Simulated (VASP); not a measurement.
Wanted: the native input for a VASP 6.6.1 run.

- Task: single point
- Functional: PBE
- Potentials or basis: VASP PAW PBE potentials, release 64 (Al)
- Cutoff: 520 eV
- k mesh: 22 × 22 × 22
- Occupations: gaussian, width 0.15 eV
- Spin: no spin polarisation
- Dipole correction: no
- Further INCAR settings: ALGO = Normal; EDIFF = 1e-07; NBANDS = 8

The structure of Al lies in POSCAR:

```
Al
1.0
   -1.4967331718      1.4967331718      1.7380065591
    1.4967331718     -1.4967331718      1.7380065591
    1.4967331718      1.4967331718     -1.7380065591
Al
1
Direct
    0.0000000000      0.0000000000      0.0000000000
```

This cell differs from its parent crystal: volume 15.574 Å^3 an atom, c/a of the conventional cell 1.1612.

The input as run:

INCAR

```
SYSTEM = Al
ALGO     = Normal         ! electronic algorithm
EDIFF    = 1E-7           ! SCF threshold, eV
ENCUT    = 520            ! plane-wave cutoff, eV
GGA      = PE             ! functional
ISIF     = 2              ! what is computed and relaxed
ISMEAR   = 0              ! smearing method
LASPH    = .TRUE.         ! aspherical terms in the spheres
LCHARG   = .FALSE.        ! write CHGCAR
LREAL    = .FALSE.        ! projectors in reciprocal space
LWAVE    = .FALSE.        ! write WAVECAR
NBANDS   = 8              ! bands
NELM     = 80             ! most SCF steps
PREC     = Accurate       ! precision mode
SIGMA    = 0.15           ! smearing width, eV
```

KPOINTS

```
k-points
0
G
  22 22 22
  0 0 0
```

Potentials or basis: VASP PAW PBE potentials, release 64 (Al).

Command:

```console
$ cat potpaw_PBE.64/Al/POTCAR > POTCAR
$ mpirun -np 1 vasp_std > vasp.out
```

It gave:

```json
{
  "Pressure": "6.5 GPa"
}
```

Wall time 59 s on 1 thread of Intel(R) Xeon(R) Platinum 8488C (Sapphire Rapids) (shared host), peak memory 0.19 GiB.
